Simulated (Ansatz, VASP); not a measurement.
## Ni in VASP and in Ansatz

```
Ni
1.0
     2.50775    0.00000    0.00000
    -1.25388    2.17178    0.00000
     0.00000    0.00000    4.17219
Ni
2
Direct
  0.33333 0.66667 0.25000
  0.66667 0.33333 0.75000
```

Alike in both runs: task single point; functional PBEsol; k mesh 16 × 16 × 8; occupations fermi-dirac, width 0.1 eV; collinear spin.

```csv
,VASP,Ansatz
version,VASP 6.6.1,Ansatz 0.2.0
potentials or method,"VASP PAW PBE potentials, release 64 (Ni), cutoff 520 eV","plane waves, PAW"
valence electrons in the cell,20,36
```

```tsv
	VASP	Ansatz	Ansatz less VASP
net moment per atom (μB)	0.00	0.64	+0.642
size of the moment on the site where the two differ most (μB)	0.00	0.68	+0.678
```

The net moments are unlike, so the other rows may belong to different states. VASP's potentials were made for PBE, not for PBEsol. Site moments also hang on the region over which each program counts them. VASP's potentials hold 20 valence electrons a cell and Ansatz's 36, so a difference there can come from the potentials and not from the codes. Ansatz's warnings: seeded moment not kept, structure snapped to symmetry.
